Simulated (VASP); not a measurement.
# Cd2SeCl2O3 (P1) in VASP: single point with r2SCAN

Aim: the single point of Cd2SeCl2O3 with r2SCAN.

Everything below comes from runs of VASP 6.6.1. Logs are shortened: lines on timing, memory, paths and dates and some standing lists are left out, and cuts for length are marked.

### Step 1. The cell of the first run

The typed cell holds 16 atoms: a = 6.482 Å, b = 6.272 Å, c = 7.819 Å, α = 69.73°, β = 67.42°, γ = 86.51°.

### Step 2. Single point, r2SCAN

Contents of POSCAR:

```
Cd2SeCl2O3
1.0
    6.4766094500     -0.2338465500      0.1145233500
    0.6068768700      6.2422835100      0.0036992600
    2.9711972700      2.4279988500      6.8124553900
Se Cd Cl O
2 4 4 6
Direct
    0.2293940000      0.2375300000      0.7596020000
    0.7677540000      0.7586490000      0.2417460000
    0.7218030000      0.5649510000      0.7288180000
    0.2797380000      0.4413280000      0.2647040000
    0.2739590000      0.8174940000      0.5378730000
    0.7272100000      0.1728980000      0.4625660000
    0.1408740000      0.0767300000      0.2443810000
    0.8504610000      0.9284910000      0.7558820000
    0.6912570000      0.3026680000      0.0886300000
    0.2977510000      0.6993690000      0.9193220000
    0.5144830000      0.3411180000      0.6954660000
    0.4849610000      0.6609770000      0.2958160000
    0.3300510000      0.1683230000      0.5351450000
    0.6587560000      0.8317060000      0.4673810000
    0.0961520000      0.5076840000      0.6511580000
    0.9061870000      0.4978440000      0.3572810000
```

Contents of INCAR.step1:

```
SYSTEM = Cd2SeCl2O3
PREC = Accurate
ENCUT = 520
ISMEAR = -1
SIGMA = 0.1
LREAL = Auto
LASPH = .TRUE.
NELM = 100
NELECT = 122.0
NBANDS = 76
GGA = PE
ALGO = Normal
EDIFF = 1E-4
LWAVE = .TRUE.
LCHARG = .FALSE.
```

Contents of INCAR.step2:

```
SYSTEM = Cd2SeCl2O3
PREC = Accurate
ENCUT = 520
EDIFF = 1E-6
ISMEAR = -1
SIGMA = 0.1
LREAL = Auto
LASPH = .TRUE.
NELM = 100
ALGO = Normal
ISIF = 2
LWAVE = .FALSE.
LCHARG = .FALSE.
METAGGA = R2SCAN
LMIXTAU = .TRUE.
NELECT = 122.0
NBANDS = 76
ISTART = 1
```

Contents of KPOINTS:

```
Automatic mesh
0
Gamma
  3 3 3
  0 0.5 0
```

Potentials or basis: VASP PAW PBE potentials, release 64 (Se, Cd, Cl, O).

Started as:

```
$ cat potpaw_PBE.64/Se/POTCAR potpaw_PBE.64/Cd/POTCAR potpaw_PBE.64/Cl/POTCAR potpaw_PBE.64/O/POTCAR > POTCAR
$ cp INCAR.step1 INCAR
$ mpirun -np 1 vasp_std > vasp.out
$ cp INCAR.step2 INCAR
$ mpirun -np 1 vasp_std > vasp.out
```

OUTCAR:

```text
SYSTEM = Cd2SeCl2O3
   PREC = Accurate
   ENCUT = 520
   EDIFF = 1E-6
   ISMEAR = -1
   LREAL = Auto
   LASPH = .TRUE.
   NELM = 100
   ISIF = 2
   METAGGA = R2SCAN
   NELECT = 122.0
   ISTART = 1

 ion  position               nearest neighbor table
   1  0.229  0.238  0.760-  11 1.82  13 1.82  15 1.93   6 3.27
   2  0.768  0.759  0.242-  12 1.81  14 1.84  16 1.93   5 3.24
   3  0.722  0.565  0.729-  11 2.14  15 2.30  14 2.31   8 2.58   9 2.66  10 2.82  16 2.86   5 3.53
                             6 3.65   6 3.72   5 3.78
   4  0.280  0.441  0.265-  12 2.10  16 2.29  13 2.34   7 2.58  10 2.58   9 2.74   6 3.57   5 3.68
                             5 3.75
   5  0.274  0.817  0.538-  15 2.05  13 2.24  14 2.34  12 2.36   7 2.72   8 2.81  10 2.88   2 3.24
                             3 3.53   6 3.54   4 3.68   4 3.75   3 3.78
   6  0.727  0.173  0.463-  16 2.14  14 2.20  11 2.36  13 2.41   8 2.66   7 2.73   9 2.85   1 3.27
                             5 3.54   4 3.57   3 3.65   3 3.72
   7  0.141  0.077  0.244-   4 2.58   5 2.72   6 2.73
   8  0.850  0.928  0.756-   3 2.58   6 2.66   5 2.81
   9  0.691  0.303  0.089-   3 2.66   4 2.74   6 2.85
  10  0.298  0.699  0.919-   4 2.58   3 2.82   5 2.88
  11  0.514  0.341  0.695-   1 1.82   3 2.14   6 2.36
  12  0.485  0.661  0.296-   2 1.81   4 2.10   5 2.36
  13  0.330  0.168  0.535-   1 1.82   5 2.24   4 2.34   6 2.41
  14  0.659  0.832  0.467-   2 1.84   6 2.20   3 2.31   5 2.34
  15  0.096  0.508  0.651-   1 1.93   5 2.05   3 2.30
  16  0.906  0.498  0.357-   2 1.93   6 2.14   4 2.29   3 2.86

  LATTYP: Found a triclinic cell.
 ALAT       =     6.4818415419
 B/A-ratio  =     1.3485472993
 C/A-ratio  =     1.3320043335
 COS(alpha) =     0.0027663261
 COS(beta)  =     0.4472541920
 COS(gamma) =     0.6979229335

  Lattice vectors:

 A1 = (   6.4766094500,  -0.2338465500,   0.1145233500)
 A2 = (   5.8697325800,  -6.4761300600,   0.1108240900)
 A3 = (   4.1122890500,   3.5804381100,  -6.6942327800)

Analysis of symmetry for initial positions (statically):
=====================================================================
 Subroutine PRICEL returns:
 Original cell was already a primitive cell.

 Routine SETGRP: Setting up the symmetry group for a
 triclinic supercell.

 Subroutine GETGRP returns: Found  1 space group operations
 (whereof  1 operations were pure point group operations)
 out of a pool of  2 trial point group operations.

The static configuration has the point symmetry C_1 .

Analysis of symmetry for dynamics (positions and initial velocities):
=====================================================================
 Subroutine PRICEL returns:
 Original cell was already a primitive cell.

 Routine SETGRP: Setting up the symmetry group for a
 triclinic supercell.

 Subroutine GETGRP returns: Found  1 space group operations
 (whereof  1 operations were pure point group operations)
 out of a pool of  2 trial point group operations.

The dynamic configuration has the point symmetry C_1 .

 Subroutine INISYM returns: Found  1 space group operations
 (whereof  1 operations are pure point group operations),
 and found     1 'primitive' translations

----------------------------------------------------------------------------------------

                                     Primitive cell

  volume of cell :     274.3704

  direct lattice vectors                    reciprocal lattice vectors
     6.476609450 -0.233846550  0.114523350     0.154959514 -0.015028338 -0.062228150
     0.606876870  6.242283510  0.003699260     0.006819730  0.159570236 -0.059846133
     2.971197270  2.427998850  6.812455390    -0.002608709  0.000165991  0.147868559

  length of vectors
     6.481841542  6.271715606  7.818742870     0.167662293  0.170560043  0.147891662

  position of ions in fractional coordinates (direct lattice)
     0.229394000  0.237530000  0.759602000
     0.767754000  0.758649000  0.241746000
     0.721803000  0.564951000  0.728818000
     0.279738000  0.441328000  0.264704000
     0.273959000  0.817494000  0.537873000
     0.727210000  0.172898000  0.462566000
[... 8 lines left out ...]
     0.096152000  0.507684000  0.651158000
     0.906187000  0.497844000  0.357281000

  ion indices of the primitive-cell ions
   primitive index   ion index
                 1           1
                 2           2
                 3           3
                 4           4
                 5           5
                 6           6
[... 8 lines left out ...]
                15          15
                16          16

----------------------------------------------------------------------------------------

 KPOINTS: Automatic mesh

Automatic generation of k-mesh.
 Grid dimensions read from file:
 generate k-points for:    3    3    3

 Generating k-lattice:

  Cartesian coordinates                     Fractional coordinates (reciprocal lattice)
     0.051653171 -0.005009446 -0.020742717     0.333333333 -0.000000000  0.000000000
     0.002273243  0.053190079 -0.019948711     0.000000000  0.333333333  0.000000000
    -0.000869570  0.000055330  0.049289520     0.000000000 -0.000000000  0.333333333

  Length of vectors
     0.055887431  0.056853348  0.049297221

  Shift w.r.t. Gamma in fractional coordinates (k-lattice)
     0.000000000  0.500000000  0.000000000

 Subroutine IBZKPT returns following result:
 ===========================================

 Found     14 irreducible k-points:

 Following reciprocal coordinates:
            Coordinates               Weight
  0.000000  0.166667  0.000000      2.000000
  0.333333  0.166667  0.000000      2.000000
 -0.333333  0.166667 -0.000000      2.000000
  0.000000  0.500000  0.000000      1.000000
  0.333333  0.500000 -0.000000      2.000000
 -0.000000  0.166667  0.333333      2.000000
  0.333333  0.166667  0.333333      2.000000
 -0.333333  0.166667  0.333333      2.000000
  0.000000  0.500000  0.333333      2.000000
  0.333333  0.500000  0.333333      2.000000
 -0.333333  0.500000  0.333333      2.000000
 -0.000000 -0.166667  0.333333      2.000000
  0.333333 -0.166667  0.333333      2.000000
 -0.333333 -0.166667  0.333333      2.000000
   k-points           NKPTS =     14   k-points in BZ     NKDIM =     14   number of bands    NBANDS=     76
   number of dos      NEDOS =    301   number of ions     NIONS =     16
   total plane-waves  NPLWV = 138240
   dimension x,y,z NGX =    48 NGY =   48 NGZ =   60
   dimension x,y,z NGXF=    96 NGYF=   96 NGZF=  120
   ions per type =               2   4   4   6
   NGX,Y,Z   is equivalent  to a cutoff of  12.31, 12.72, 12.76 a.u.
   NGXF,Y,Z  is equivalent  to a cutoff of  24.62, 25.45, 25.51 a.u.
 SYSTEM =  Cd2SeCl2O3
   PREC   = accura    normal or accurate (medium, high low for compatibility)
   ISTART =      1    job   : 0-new  1-cont  2-samecut
   ICHARG =      0    charge: 1-file 2-atom 10-const
   ISPIN  =      1    spin polarized calculation?
   LNONCOLLINEAR =      F non collinear calculations
   LSORBIT =      F    spin-orbit coupling
   LASPH  =      T    aspherical Exc in radial PAW
   ENCUT  =  520.0 eV  38.22 Ry    6.18 a.u.  12.05 11.66 14.54*2*pi/ulx,y,z
   NELM   =    100;   NELMIN=  2; NELMDL=  0     # of ELM steps
   EDIFF  = 0.1E-05   stopping-criterion for ELM
   LREAL  =      T    real-space projection
   EDIFFG = 0.1E-04   stopping-criterion for IOM
   NSW    =      0    number of steps for IOM
   IBRION =     -1    ionic relax: 0-MD 1-quasi-New 2-CG
   NFREE  =      0    steps in history (QN), initial steepest desc. (CG)
   ISIF   =      2    stress and relaxation
   ISYM   =      2    0-nonsym 1-usesym 2-fastsym
   POTIM  = 0.5000    time-step for ionic-motion
   TEBEG  =    0.0;   TEEND  =   0.0 temperature during run
   PSTRESS=    0.0 pullay stress
   NELECT =     122.0000    total number of electrons
   NUPDOWN=      -1.0000    fix difference up-down
   EMIN   =  10.00;   EMAX   =-10.00  energy-range for DOS
   EFERMI =   0.00;   METHOD = LEGACY
   ISMEAR =    -1;   SIGMA  =   0.10  broadening in eV -4-tet -1-fermi 0-gaus
   EFERMI_NEDOS =   21; number of points for ismear=-14 and -15
   IALGO  =     38    algorithm
   IMIX   =      4    mixing-type and parameters
     AMIX     =   0.40;   BMIX     =  1.00
     AMIX_MAG =   1.60;   BMIX_MAG =  1.00
  volume/ion in A,a.u.               =      17.15       115.72
  Fermi-wavevector in a.u.,A,eV,Ry     =   1.249537  2.361282 21.243350  1.561342
  Thomas-Fermi vector in A             =   2.383573
   LORBIT       =      0    0 simple, 1 ext, 2 COOP (PROOUT), +10 PAW based schemes
   METAGGA = R2SCAN    functional components
   LHFCALC =     F    Hartree Fock is set to
   AEXX    =    0.0000 exact exchange contribution
   IVDW    =     0    specifies the selected vdW correction
   LEPSILON=     F    determine dielectric tensor
   LRPA    =     F    only Hartree local field effects (RPA)
 non-spin polarized calculation
  energy-cutoff  :      520.00
  volume of cell :      274.37
 maximum number of plane-waves:      7408
   NGX = 25   NGY = 23   NGZ = 29

 number of electron     122.0000005 magnetization

 Free energy of the ion-electron system (eV)
  ---------------------------------------------------
  ext. energy  EPLUGINS =         0.00000000
  ---------------------------------------------------
  free energy    TOTEN  =      -187.60139678 eV

  energy without entropy =     -187.16973473  energy(sigma->0) =     -187.38556576

 E-fermi :   0.4326     XC(G=0): -10.3212

 val. band max:        0.4271226375   @ k =  -0.3333   0.1667  -0.0000
 cond. band min:       0.4351727740   @ k =   0.3333   0.5000  -0.0000
 fundamental gap:      0.0080501365
 Fermi energy:         0.4326094250

 k-point     1 :       0.0000    0.1667    0.0000
  band No.  band energies     occupation
      1     -19.7354      2.00000
      2     -19.5102      2.00000
      3     -17.7846      2.00000
      4     -17.6775      2.00000
      5     -17.5356      2.00000
      6     -17.4896      2.00000
[... 65 lines left out ...]
     72       8.1494      0.00000
     73       9.4523      0.00000

 k-point     2 :       0.3333    0.1667    0.0000
  band No.  band energies     occupation
      1     -19.7158      2.00000
      2     -19.5186      2.00000
      3     -17.7996      2.00000
      4     -17.6906      2.00000
      5     -17.5643      2.00000
      6     -17.4542      2.00000
[... 65 lines left out ...]
     72       8.1040      0.00000
     73       9.4609      0.00000

 k-point     3 :      -0.3333    0.1667   -0.0000
  band No.  band energies     occupation
      1     -19.7162      2.00000
      2     -19.5187      2.00000
      3     -17.7967      2.00000
      4     -17.6780      2.00000
      5     -17.5809      2.00000
      6     -17.4525      2.00000
[... 825 lines left out ...]
     72       7.8618      0.00000
     73       8.9808      0.00000

 k-point    14 :      -0.3333   -0.1667    0.3333
  band No.  band energies     occupation
      1     -19.7162      2.00000
      2     -19.5167      2.00000
      3     -17.8014      2.00000
      4     -17.6903      2.00000
      5     -17.5649      2.00000
      6     -17.4541      2.00000
[... 65 lines left out ...]
     72       8.1779      0.00000
     73       9.3833      0.00000
 [bands above 73 left out]

------------------------ aborting loop because EDIFF is reached ----------------------------------------

  FORCE on cell =-STRESS in cart. coord.  units (eV):
  Direction    XX          YY          ZZ          XY          YZ          ZX
  --------------------------------------------------------------------------------------
  -------------------------------------------------------------------------------------
  Total      -23.0542664    -14.9815710    -19.2379412      7.8464161     -0.4966391     -1.9325814
  in kB     -134.6246883    -87.4844289   -112.3393735     45.8189082     -2.9001087    -11.2852505
  external PRESSURE =    -111.4828302 kB  Pullay stress =       0.0000000 kB

 VOLUME and BASIS-vectors are now :
 -----------------------------------------------------------------------------
  energy-cutoff  :      520.00
  volume of cell :      274.37
      direct lattice vectors                 reciprocal lattice vectors
     6.476609450 -0.233846550  0.114523350     0.154959514 -0.015028338 -0.062228150
     0.606876870  6.242283510  0.003699260     0.006819730  0.159570236 -0.059846133
     2.971197270  2.427998850  6.812455390    -0.002608709  0.000165991  0.147868559

 POSITION                                       TOTAL-FORCE (eV/Angst)
 -----------------------------------------------------------------------------------
      3.88677      3.27340      5.20190         1.072488      1.681835     -3.275764
      6.15112      5.14312      1.73762        -0.921871     -1.406942      3.140445
      7.18315      5.12736      5.04979         0.368575      0.094977      0.471711
      2.86607      3.33218      1.83695        -0.535197     -0.509315     -0.286764
      3.86857      6.34492      3.69863         0.399958      1.144660     -0.251245
      6.18916      2.03233      3.23513        -0.129421     -0.019058     -0.050166
[... 8 lines left out ...]
      2.86556      4.72763      4.44887         0.744385     -3.252610      1.455628
      7.23270      3.76325      2.53958        -1.472314      2.484637     -1.126807
 -----------------------------------------------------------------------------------
    total drift:                               -0.009254     -0.000790      0.003695

  FREE ENERGIE OF THE ION-ELECTRON SYSTEM (eV)
  ---------------------------------------------------
  free  energy   TOTEN  =      -187.6013967815 eV

  energy  without entropy=     -187.1697347347  energy(sigma->0) =     -187.38556576
```

It took 15 min on 1 thread of Intel Xeon Platinum 8488C (Sapphire Rapids), shared host; peak memory 0.51 GiB.

What came out:

```
Free energy   : -187.6014 eV
Largest force : 3.835 eV/Å
```

Forces on the atoms (eV/Å):
```
Se   1.072  1.682 -3.276
Se  -0.922 -1.407  3.140
Cd   0.369  0.095  0.472
Cd  -0.535 -0.509 -0.287
Cd   0.400  1.145 -0.251
Cd  -0.129 -0.019 -0.050
Cl   0.097 -0.276 -0.145
Cl   0.021  0.163  0.209
Cl  -0.033 -0.157 -0.087
Cl   0.060  0.156 -0.196
O   -3.022 -1.050  0.760
O    3.343  1.267 -0.482
O    0.082  0.800  1.606
O   -0.075 -1.120 -1.742
O    0.744 -3.253  1.456
O   -1.472  2.485 -1.127
```

Levels at points of the mesh, in eV from the Fermi level:
| k point | band 60 | band 61 | band 62 | band 63 | band 64 | band 65 |
| --- | --- | --- | --- | --- | --- | --- |
| (0.00, 0.50, 0.00) | -0.09 | -0.02 | 0.01 | 3.77 | 3.94 | 4.55 |

Caveat: the cell carries a net charge on a neutralising background, which shifts energy and pressure; the cell is charged against a uniform background, so pressure and absolute levels hang on convention; the PAW data sets were made with another functional, which shifts forces and pressure a little.
